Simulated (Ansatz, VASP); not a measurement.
**Tl in VASP and in Ansatz**

Contents of INCAR:

```
SYSTEM = Tl
ALGO     = Fast           ! electronic algorithm
EDIFF    = 1E-6           ! SCF threshold, eV
ENCUT    = 520            ! plane-wave cutoff, eV
GGA      = PE             ! functional
ISIF     = 2              ! what is computed and relaxed
ISMEAR   = -1             ! smearing method
LASPH    = .True.         ! aspherical terms in the spheres
LCHARG   = .False.        ! write CHGCAR
LREAL    = .False.        ! projectors in reciprocal space
LWAVE    = .False.        ! write WAVECAR
NBANDS   = 12             ! bands
NELM     = 100            ! most SCF steps
PREC     = Accurate       ! precision mode
SIGMA    = 0.05           ! smearing width, eV
```

Contents of KPOINTS:

```
k-points
0
Gamma
  10 10 10
  0 0 0
```

File POSCAR:

```
Tl
1.0
   -1.9059030000      1.9307080000      1.9519950000
    1.9155580000     -1.9200880000      1.9510300000
    1.9871510000      2.0013360000     -1.9413750000
Tl
1
Direct
   -0.0137550000      0.0046210000      0.0043480000
```

The input input.yaml:

```yaml
crystal:
  lattice:
    - [-1.905903, 1.930708, 1.951995]
    - [1.915558, -1.920088, 1.95103]
    - [1.987151, 2.001336, -1.941375]
  atoms:
    - { symbol: Tl, position: [-0.013755, 0.004621, 0.004348] }
kpoints:
  mp_grid: { grid: [10, 10, 10] }
scf:
  occupations: { method: fermi_dirac, width: 0.05 }
hamiltonian:
  xc: pbe
  pseudopotentials: { kind: all_electron, lapw: { basis_error: 0.001 } }
output:
  forces: true
  stress: true
  eigenvalues: true
  populations: true
```

Change from the starting cell: cell strained at random at fixed volume.

Alike in both runs: task single point; functional PBE; k mesh 10 × 10 × 10; occupations fermi-dirac, width 0.05 eV; no spin polarisation.

|  | VASP | Ansatz |
| --- | --- | --- |
| version | VASP 6.6.1 | Ansatz 0.2.0 |
| potentials or method | VASP PAW PBE potentials, release 64 (Tl_d), cutoff 520 eV | all-electron LAPW, scalar-relativistic |

|  | VASP | Ansatz | Ansatz less VASP |
| --- | --- | --- | --- |
| gap on the k mesh at the Fermi level (eV) | none | none | - |
| pressure (GPa) | 1.4 | 1.4 | +0.06 |
| traceless stress, the component that is largest in VASP (GPa) | -1.04 | -1.04 | -0.001 |

A gap of «none» marks a metal or a gap that the smearing closes. Ansatz ran all-electron here, and VASP with PAW potentials.

Neither program's run includes spin-orbit coupling.
